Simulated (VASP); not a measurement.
Runs of VASP 6.6.1 on Ni2O3. The structure is that of space group Pn-3m (No. 224), or close to it. The cells are those of the table. 

```tsv
cell	gap on the mesh (eV)	pressure (GPa)
a = 4.485 Å, 10 atoms	none	(b)
a = 4.579 Å, 10 atoms	none	(a)
a = 4.609 Å, 10 atoms	none	-3.5
a = 4.548 Å, 10 atoms	none	4.7
a = 4.517 Å, 10 atoms	none	9.4
```

Alike in all rows: task single point; level PBE; potentials or basis VASP PAW PBE potentials, release 64 (Ni, O); no spin polarisation; k mesh 8 × 8 × 8; cutoff (eV) 520; smearing fermi-dirac 0.0612256 eV.

Task: Estimate the missing entries.

Result: (a) 0.4; (b) 14.9.

Caveats: the run has no spin polarisation, though such a crystal can be magnetic; semilocal functionals often make such compounds metallic where correlation or magnetic order opens a gap, which also shifts bond lengths.

A gap of «none» marks levels without a gap at the run's occupations.
